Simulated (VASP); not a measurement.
# AgBr (Fm-3m) in VASP: a series of runs

Aim: see how the results for AgBr move with the level of theory and the settings. Levels: LDA, r2SCAN, PBE. Tasks: relaxation of cell and atoms, single point.

Program: VASP 6.6.1. These are calculated values, not measurements. Logs are shortened: lines on timing, memory, paths and dates and some standing lists are left out, and cuts for length are marked.

**1. The cell of the first run**

Symmetry: Fm-3m, No. 225, cubic system. Conventional cell: a = 5.840 Å, b = 5.840 Å, c = 5.840 Å, α = 90.00°, β = 90.00°, γ = 90.00°. Within 3.8 Å of Ag (site symmetry m-3m) lie 6 Br at 2.92 Å. Within 3.8 Å of Br (site symmetry m-3m) lie 6 Ag at 2.92 Å.

**2. Relaxation of cell and atoms, LDA**

The input, INCAR:

```
SYSTEM = AgBr
PREC     = Accurate       ! precision mode
ENCUT    = 500            ! plane-wave cutoff, eV
EDIFF    = 1E-7           ! SCF threshold, eV
ISMEAR   = -1             ! smearing method
SIGMA    = 0.02           ! smearing width, eV
LREAL    = .FALSE.        ! projectors in reciprocal space
LASPH    = .TRUE.         ! aspherical terms in the spheres
NELM     = 120            ! most SCF steps
ALGO     = Normal         ! electronic algorithm
ISIF     = 3              ! what is computed and relaxed
LWAVE    = .FALSE.        ! write WAVECAR
LCHARG   = .FALSE.        ! write CHGCAR
IBRION   = 2              ! ionic algorithm
NSW      = 80             ! ionic steps
EDIFFG   = -0.005         ! ionic threshold
GGA_COMPAT= .FALSE.      
NELMIN   = 4
```

The input, KPOINTS:

```
Automatic mesh
0
G
  8 8 8
  0 0 0
```

The input, POSCAR:

```
AgBr
1.0
    0.0000000000      2.9200236241      2.9200236241
    2.9200236241      0.0000000000      2.9200236241
    2.9200236241      2.9200236241      0.0000000000
Ag Br
1 1
Direct
    0.0000000000      0.0000000000      0.0000000000
    0.5000000000      0.5000000000      0.5000000000
```

Potentials or basis: VASP PAW LDA potentials, release 64 (Ag, Br).

Launch:

```
cat potpaw_LDA.64/Ag/POTCAR potpaw_LDA.64/Br/POTCAR > POTCAR
mpirun -np 1 vasp_std > vasp.out
```

OUTCAR:

```text
SYSTEM = AgBr
   PREC = Accurate
   ENCUT = 500
   EDIFF = 1E-7
   ISMEAR = -1
   LREAL = .FALSE.
   LASPH = .TRUE.
   NELM = 120
   ISIF = 3
   IBRION = 2
   NSW = 80
   EDIFFG = -0.005
   NELMIN = 4

 ion  position               nearest neighbor table
   1  0.000  0.000  0.000-   2 2.92   2 2.92   2 2.92   2 2.92   2 2.92   2 2.92
   2  0.500  0.500  0.500-   1 2.92   1 2.92   1 2.92   1 2.92   1 2.92   1 2.92

  LATTYP: Found a face centered cubic cell.
 ALAT       =     5.8400472482

  Lattice vectors:

 A1 = (   0.0000000000,   2.9200236241,   2.9200236241)
 A2 = (   2.9200236241,   0.0000000000,   2.9200236241)
 A3 = (   2.9200236241,   2.9200236241,   0.0000000000)

Analysis of symmetry for initial positions (statically):
=====================================================================
 Subroutine PRICEL returns:
 Original cell was already a primitive cell.

 Routine SETGRP: Setting up the symmetry group for a
 face centered cubic supercell.

 Subroutine GETGRP returns: Found 48 space group operations
 (whereof 48 operations were pure point group operations)
 out of a pool of 48 trial point group operations.

The static configuration has the point symmetry O_h .

Analysis of symmetry for dynamics (positions and initial velocities):
=====================================================================
 Subroutine PRICEL returns:
 Original cell was already a primitive cell.

 Routine SETGRP: Setting up the symmetry group for a
 face centered cubic supercell.

 Subroutine GETGRP returns: Found 48 space group operations
 (whereof 48 operations were pure point group operations)
 out of a pool of 48 trial point group operations.

The dynamic configuration has the point symmetry O_h .

 Subroutine INISYM returns: Found 48 space group operations
 (whereof 48 operations are pure point group operations),
 and found     1 'primitive' translations

----------------------------------------------------------------------------------------

                                     Primitive cell

  volume of cell :      49.7954

  direct lattice vectors                    reciprocal lattice vectors
     0.000000000  2.920023624  2.920023624    -0.171231491  0.171231491  0.171231491
     2.920023624  0.000000000  2.920023624     0.171231491 -0.171231491  0.171231491
     2.920023624  2.920023624  0.000000000     0.171231491  0.171231491 -0.171231491

  length of vectors
     4.129537012  4.129537012  4.129537012     0.296581643  0.296581643  0.296581643

  position of ions in fractional coordinates (direct lattice)
     0.000000000  0.000000000  0.000000000
     0.500000000  0.500000000  0.500000000

  ion indices of the primitive-cell ions
   primitive index   ion index
                 1           1
                 2           2

----------------------------------------------------------------------------------------

 KPOINTS: Automatic mesh

Automatic generation of k-mesh.
 Grid dimensions read from file:
 generate k-points for:    8    8    8

 Generating k-lattice:

  Cartesian coordinates                     Fractional coordinates (reciprocal lattice)
    -0.021403936  0.021403936  0.021403936     0.125000000  0.000000000  0.000000000
     0.021403936 -0.021403936  0.021403936     0.000000000  0.125000000  0.000000000
     0.021403936  0.021403936 -0.021403936     0.000000000  0.000000000  0.125000000

  Length of vectors
     0.037072705  0.037072705  0.037072705

  Shift w.r.t. Gamma in fractional coordinates (k-lattice)
     0.000000000  0.000000000  0.000000000

 Subroutine IBZKPT returns following result:
 ===========================================

 Found     29 irreducible k-points:

 Following reciprocal coordinates:
            Coordinates               Weight
  0.000000  0.000000  0.000000      1.000000
  0.125000  0.000000  0.000000      8.000000
  0.250000  0.000000  0.000000      8.000000
  0.375000  0.000000  0.000000      8.000000
  0.500000  0.000000  0.000000      4.000000
  0.125000  0.125000  0.000000      6.000000
[... 16 lines left out ...]
  0.500000  0.250000  0.125000     48.000000
 -0.375000  0.250000  0.125000     24.000000
 [... further k-points ...]
   k-points           NKPTS =     29   k-points in BZ     NKDIM =     29   number of bands    NBANDS=     13
   number of dos      NEDOS =    301   number of ions     NIONS =      2
   total plane-waves  NPLWV =  27000
   dimension x,y,z NGX =    30 NGY =   30 NGZ =   30
   dimension x,y,z NGXF=    60 NGYF=   60 NGZF=   60
   ions per type =               1   1
   NGX,Y,Z   is equivalent  to a cutoff of  12.08, 12.08, 12.08 a.u.
   NGXF,Y,Z  is equivalent  to a cutoff of  24.15, 24.15, 24.15 a.u.
 SYSTEM =  AgBr
   PREC   = accura    normal or accurate (medium, high low for compatibility)
   ISTART =      0    job   : 0-new  1-cont  2-samecut
   ICHARG =      2    charge: 1-file 2-atom 10-const
   ISPIN  =      1    spin polarized calculation?
   LNONCOLLINEAR =      F non collinear calculations
   LSORBIT =      F    spin-orbit coupling
   LASPH  =      T    aspherical Exc in radial PAW
   ENCUT  =  500.0 eV  36.75 Ry    6.06 a.u.   7.53  7.53  7.53*2*pi/ulx,y,z
   NELM   =    120;   NELMIN=  4; NELMDL= -5     # of ELM steps
   EDIFF  = 0.1E-06   stopping-criterion for ELM
   LREAL  =      F    real-space projection
   EDIFFG = -.5E-02   stopping-criterion for IOM
   NSW    =     80    number of steps for IOM
   IBRION =      2    ionic relax: 0-MD 1-quasi-New 2-CG
   NFREE  =      1    steps in history (QN), initial steepest desc. (CG)
   ISIF   =      3    stress and relaxation
   ISYM   =      2    0-nonsym 1-usesym 2-fastsym
   POTIM  = 0.5000    time-step for ionic-motion
   TEBEG  =    0.0;   TEEND  =   0.0 temperature during run
   PSTRESS=    0.0 pullay stress
   NELECT =      18.0000    total number of electrons
   NUPDOWN=      -1.0000    fix difference up-down
   EMIN   =  10.00;   EMAX   =-10.00  energy-range for DOS
   EFERMI =   0.00;   METHOD = LEGACY
   ISMEAR =    -1;   SIGMA  =   0.02  broadening in eV -4-tet -1-fermi 0-gaus
   EFERMI_NEDOS =   21; number of points for ismear=-14 and -15
   IALGO  =     38    algorithm
   IMIX   =      4    mixing-type and parameters
     AMIX     =   0.40;   BMIX     =  1.00
     AMIX_MAG =   1.60;   BMIX_MAG =  1.00
  volume/ion in A,a.u.               =      24.90       168.02
  Fermi-wavevector in a.u.,A,eV,Ry     =   1.166190  2.203779 18.503910  1.359999
  Thomas-Fermi vector in A             =   2.302706
   LORBIT       =      0    0 simple, 1 ext, 2 COOP (PROOUT), +10 PAW based schemes
   GGA     = CA    functional components
   LHFCALC =     F    Hartree Fock is set to
   AEXX    =    0.0000 exact exchange contribution
   IVDW    =     0    specifies the selected vdW correction
   LEPSILON=     F    determine dielectric tensor
   LRPA    =     F    only Hartree local field effects (RPA)
 conjugate gradient relaxation of ions
 non-spin polarized calculation
  energy-cutoff  :      500.00
  volume of cell :       49.80
 maximum number of plane-waves:      1283
   NGX = 15   NGY = 15   NGZ = 15

--------------------------------------- Ionic step        1  -------------------------------------------

 number of electron      18.0000001 magnetization

 Free energy of the ion-electron system (eV)
  ---------------------------------------------------
  ext. energy  EPLUGINS =         0.00000000
  ---------------------------------------------------
  free energy    TOTEN  =        -6.28147294 eV

  energy without entropy =       -6.28147278  energy(sigma->0) =       -6.28147286

 E-fermi :   3.0975     XC(G=0): -10.0232

 val. band max:        2.8629431008   @ k =   0.5000   0.0000   0.0000
 cond. band min:       3.2850668711   @ k =   0.0000   0.0000   0.0000
 fundamental gap:      0.4221237703
 Fermi energy:         3.0974562136

 k-point     1 :       0.0000    0.0000    0.0000
  band No.  band energies     occupation
      1     -11.9101      2.00000
      2       0.2079      2.00000
      3       0.2079      2.00000
      4       0.2103      2.00000
      5       0.2103      2.00000
      6       0.2103      2.00000
      7       1.1163      2.00000
      8       1.1163      2.00000
      9       1.1163      2.00000
     10       3.2851      0.00017
     11      12.6993      0.00000
     12      12.6993      0.00000
     13      12.6993      0.00000

 k-point     2 :       0.1250    0.0000    0.0000
  band No.  band energies     occupation
      1     -11.8568      2.00000
      2      -0.1402      2.00000
      3      -0.1402      2.00000
      4      -0.0947      2.00000
      5       0.2490      2.00000
      6       0.2490      2.00000
      7       0.7140      2.00000
      8       1.5267      2.00000
      9       1.5267      2.00000
     10       4.1393      0.00000
     11      11.3068      0.00000
[... 412 lines left out ...]
 POSITION                                       TOTAL-FORCE (eV/Angst)
 -----------------------------------------------------------------------------------
      5.58126      2.79063      2.79063         0.000000      0.000000      0.000000
      2.79063      2.79063      2.79063        -0.000000     -0.000000     -0.000000
 -----------------------------------------------------------------------------------
    total drift:                                0.000000      0.000000      0.000000

  FREE ENERGIE OF THE ION-ELECTRON SYSTEM (eV)
  ---------------------------------------------------
  free  energy   TOTEN  =        -6.4134341963 eV

  energy  without entropy=       -6.4134340380  energy(sigma->0) =       -6.41343412

--------------------------------------- Ionic step        3  -------------------------------------------

 number of electron      18.0000002 magnetization

 Free energy of the ion-electron system (eV)
  ---------------------------------------------------
  ext. energy  EPLUGINS =         0.00000000
  ---------------------------------------------------
  free energy    TOTEN  =        -6.41349561 eV

  energy without entropy =       -6.41349545  energy(sigma->0) =       -6.41349553

 E-fermi :   4.7965     XC(G=0): -10.6780

 val. band max:        4.5661065465   @ k =   0.5000   0.0000   0.0000
 cond. band min:       4.9829680657   @ k =   0.0000   0.0000   0.0000
 fundamental gap:      0.4168615192
 Fermi energy:         4.7964670685

 k-point     1 :       0.0000    0.0000    0.0000
  band No.  band energies     occupation
      1     -11.0937      2.00000
      2       1.3116      2.00000
      3       1.3116      2.00000
      4       1.3116      2.00000
      5       1.3142      2.00000
      6       1.3142      2.00000
      7       2.3312      2.00000
      8       2.3312      2.00000
      9       2.3312      2.00000
     10       4.9830      0.00018
     11      14.3830      0.00000
     12      14.3830      0.00000
     13      14.3830      0.00000

 k-point     2 :       0.1250    0.0000    0.0000
  band No.  band energies     occupation
      1     -11.0164      2.00000
      2       0.8725      2.00000
      3       0.8725      2.00000
      4       0.9081      2.00000
      5       1.3654      2.00000
      6       1.3654      2.00000
      7       1.9249      2.00000
      8       2.8582      2.00000
      9       2.8582      2.00000
     10       5.9289      0.00000
     11      12.9146      0.00000
[... 376 lines left out ...]
 POSITION                                       TOTAL-FORCE (eV/Angst)
 -----------------------------------------------------------------------------------
      0.00000      0.00000      0.00000        -0.000000      0.000000      0.000000
      2.79309      2.79309      2.79309         0.000000     -0.000000     -0.000000
 -----------------------------------------------------------------------------------
    total drift:                               -0.000000      0.000000      0.000000

  FREE ENERGIE OF THE ION-ELECTRON SYSTEM (eV)
  ---------------------------------------------------
  free  energy   TOTEN  =        -6.4134956138 eV

  energy  without entropy=       -6.4134954522  energy(sigma->0) =       -6.41349553

 reached required accuracy - stopping structural energy minimisation
```

Wall time 41 s (1 thread of Intel Xeon 8259CL, shared host); peak memory 0.17 GiB.

Results:

```yaml
Free_energy: -6.4135 eV
Relaxed_volume: 21.79 Å³/atom
Relaxed_cell: a = 3.950 Å, b = 3.950 Å, c = 3.950 Å, α = 60.00°, β = 60.00°, γ = 60.00°
Space_group_after_relaxing_to_0.1_Å: Fm-3m (No. 225)
Energy_gained_by_relaxing: 66.0 meV/atom
Ionic_steps: 3
Pressure_after_relaxing: 0.0 GPa
Band_gap_on_the_k_mesh: 0.42 eV (least direct gap 2.65 eV)
```

The path:
```tsv
step	energy change (eV)	largest force (eV/Å)	pressure (GPa)	volume (Å³)
1	0.0000	0.0000	-5.91	49.80
2	-0.1320	0.0000	0.17	43.46
3	-0.1320	0.0000	0.00	43.58
```

Final structure:
```
Ag Br
1.0
     0.00000    2.79309    2.79309
     2.79309    0.00000    2.79309
     2.79309    2.79309    0.00000
Ag Br
1 1
Cartesian
  0.0000 0.0000 0.0000
  2.7931 2.7931 2.7931
```

Levels at points of the mesh, in eV from the valence-band top:
| k point | band 6 | band 7 | band 8 | band 9 | band 10 | band 11 | band 12 | band 13 |
| --- | --- | --- | --- | --- | --- | --- | --- | --- |
| (0.00, 0.00, 0.00) | -3.25 | -2.23 | -2.23 | -2.23 | 0.42 | 9.82 | 9.82 | 9.82 |
| (0.50, 0.00, 0.00) | -2.87 | -2.48 | 0.00 | 0.00 | 3.26 | 6.41 | 6.41 | 6.92 |
| (0.50, 0.50, 0.00) | -3.05 | -2.74 | -2.74 | -2.58 | 1.19 | 6.79 | 9.19 | 11.21 |

**3. Relaxation of cell and atoms, r2SCAN**

POSCAR is that of step 2.

The input, INCAR.step1:

```
SYSTEM = AgBr
PREC     = Accurate       ! precision mode
ENCUT    = 550            ! plane-wave cutoff, eV
ISMEAR   = -1             ! smearing method
SIGMA    = 0.02           ! smearing width, eV
LREAL    = .False.        ! projectors in reciprocal space
LASPH    = .True.         ! aspherical terms in the spheres
NELM     = 120            ! most SCF steps
GGA      = PE             ! functional
ALGO     = Normal         ! electronic algorithm
EDIFF    = 1E-5           ! SCF threshold, eV
LWAVE    = .True.         ! write WAVECAR
LCHARG   = .False.        ! write CHGCAR
GGA_COMPAT= .False.      
IBRION   = 2              ! ionic algorithm
ISIF     = 3              ! what is computed and relaxed
EDIFFG   = -0.005         ! ionic threshold
NELMIN   = 4            
NSW      = 100            ! ionic steps
```

The input, INCAR.step2:

```
SYSTEM = AgBr
PREC     = Accurate       ! precision mode
ENCUT    = 550            ! plane-wave cutoff, eV
EDIFF    = 1E-7           ! SCF threshold, eV
ISMEAR   = -1             ! smearing method
SIGMA    = 0.02           ! smearing width, eV
LREAL    = .False.        ! projectors in reciprocal space
LASPH    = .True.         ! aspherical terms in the spheres
NELM     = 120            ! most SCF steps
ALGO     = Normal         ! electronic algorithm
ISIF     = 3              ! what is computed and relaxed
LWAVE    = .False.        ! write WAVECAR
LCHARG   = .False.        ! write CHGCAR
METAGGA  = R2SCAN         ! meta-GGA
LMIXTAU  = .True.       
IBRION   = 2              ! ionic algorithm
NSW      = 80             ! ionic steps
EDIFFG   = -0.005         ! ionic threshold
ISTART   = 1            
GGA_COMPAT= .False.      
NELMIN   = 4
```

The input, KPOINTS:

```
Automatic mesh
0
Gamma
  8 8 8
  0 0 0
```

Potentials or basis: VASP PAW PBE potentials, release 64 (Ag, Br).

Launch:

```
cat potpaw_PBE.64/Ag/POTCAR potpaw_PBE.64/Br/POTCAR > POTCAR
cp INCAR.step1 INCAR
mpirun -np 1 vasp_std > vasp.out
cp INCAR.step2 INCAR
mpirun -np 1 vasp_std > vasp.out
```

Wall time 3 min (1 thread of Intel Xeon 8259CL, shared host); peak memory 0.21 GiB.

Results (log left out):

| Quantity | Value |
| --- | --- |
| Free energy | -35.5149 eV |
| Relaxed volume | 24.17 Å³/atom |
| Relaxed cell | a = 4.089 Å, b = 4.089 Å, c = 4.089 Å, α = 60.00°, β = 60.00°, γ = 60.00° |
| Space group after relaxing (to 0.1 Å) | Fm-3m (No. 225) |
| Energy gained by relaxing | 3.0 meV/atom |
| Ionic steps | 3 |
| Pressure after relaxing | 0.0 GPa |
| Band gap on the k mesh | 1.25 eV (least direct gap 3.19 eV) |

The path:
```
step  energy change (eV)  largest force (eV/Å)  pressure (GPa)  volume (Å³)
   1              0.0000                0.0000           -1.26        49.80
   2             -0.0059                0.0000           -0.06        48.40
   3             -0.0059                0.0000            0.00        48.34
```

Final structure:
```xyz
2
Lattice="0.0000 2.8913 2.8913 2.8913 0.0000 2.8913 2.8913 2.8913 0.0000" Properties=species:S:1:pos:R:3 pbc="T T T"
Ag    0.0000    0.0000    0.0000
Br    2.8913    2.8913    2.8913
```

Levels at points of the mesh, in eV from the valence-band top:
| k point | band 5 | band 6 | band 7 | band 8 | band 9 | band 10 | band 11 | band 12 | band 13 |
| --- | --- | --- | --- | --- | --- | --- | --- | --- | --- |
| (0.00, 0.00, 0.00) | -2.68 | -2.68 | -1.95 | -1.95 | -1.95 | 1.25 | 10.42 | 10.42 | 10.42 |
| (0.50, 0.00, 0.00) | -2.40 | -2.40 | -2.06 | 0.00 | 0.00 | 4.30 | 7.09 | 7.41 | 7.41 |
| (0.50, 0.50, 0.00) | -2.82 | -2.53 | -2.31 | -2.31 | -2.19 | 2.19 | 7.45 | 9.62 | 11.77 |

Caveat: the PAW data sets were made with another functional, which shifts forces and pressure a little.

**4. Single point, PBE, non-collinear spin, zero start, spin-orbit coupling**

This run uses another cell than the first one, of 24.21 Å³/atom.

The input, INCAR:

```
PREC = Accurate
ENCUT = 500
EDIFF = 1E-6
ISMEAR = -1
SIGMA = 0.02
LREAL = False
LASPH = True
NELM = 200
ALGO = Normal
ISIF = 2
LWAVE = False
LCHARG = True
MAGMOM = 0 0 0 0 0 0
LORBIT = 11
LSORBIT = True
GGA_COMPAT = False
LORBMOM = True
LMAXMIX = 4
GGA = PE
LVHAR = True
NBANDS = 30
```

The input, KPOINTS:

```
Automatic mesh
0
Gamma
  8 8 8
```

The input, POSCAR:

```
AgBr
1.0
    0.0000000000      2.8927339603      2.8927339603
    2.8927339603      0.0000000000      2.8927339603
    2.8927339603      2.8927339603      0.0000000000
Ag Br
1 1
Direct
    0.0000000000      0.0000000000      0.0000000000
    0.5000000000      0.5000000000      0.5000000000
```

Launch:

```
cat potpaw_PBE.64/Ag/POTCAR potpaw_PBE.64/Br/POTCAR > POTCAR
mpirun -np 1 vasp_ncl > vasp.out
```

Run time: 99 s. Hardware: 1 thread of Intel Xeon 8259CL, shared host; peak memory 0.3 GiB.

The run converged. Its results:

```
Free energy                                           : -5.0435 eV
Pressure                                              : 1.2 GPa
Net moment                                            : 0.00 μB per cell
Valence electrons inside the program's atomic spheres : Ag 9.72; Br 4.83
```

Moments on the atoms (μB; x, y, z):
```
Ag  0.00 0.00 0.00
Br  0.00 0.00 0.00
```

**5. Summary**

| task | level | potentials or basis | spin | cell | cutoff (eV) | gap on the mesh (eV) | pressure (GPa) | relaxed volume (Å³/atom) |
| --- | --- | --- | --- | --- | --- | --- | --- | --- |
| relaxation of cell and atoms | LDA | VASP PAW LDA potentials, release 64 (Ag, Br) | off | relaxed from a = 4.130 Å, angles 60.0°, 2 atoms | 500 | 0.42 | 0.0 | 21.79 |
| relaxation of cell and atoms | r2SCAN | VASP PAW PBE potentials, release 64 (Ag, Br) | off | relaxed from a = 4.130 Å, angles 60.0°, 2 atoms | 550 | 1.25 | 0.0 | 24.17 |
| single point | PBE | VASP PAW PBE potentials, release 64 (Ag, Br) | non-collinear, zero start, SOC | a = 4.091 Å, angles 60.0°, 2 atoms | 500 | - | 1.2 | - |

Alike in all rows: k mesh 8 × 8 × 8; smearing fermi-dirac 0.02 eV.

Caveats: the PAW data sets were made with another functional, which shifts forces and pressure a little (at least some runs).

Total energies depend on the potentials used, so only differences within one code and one set of settings carry meaning.
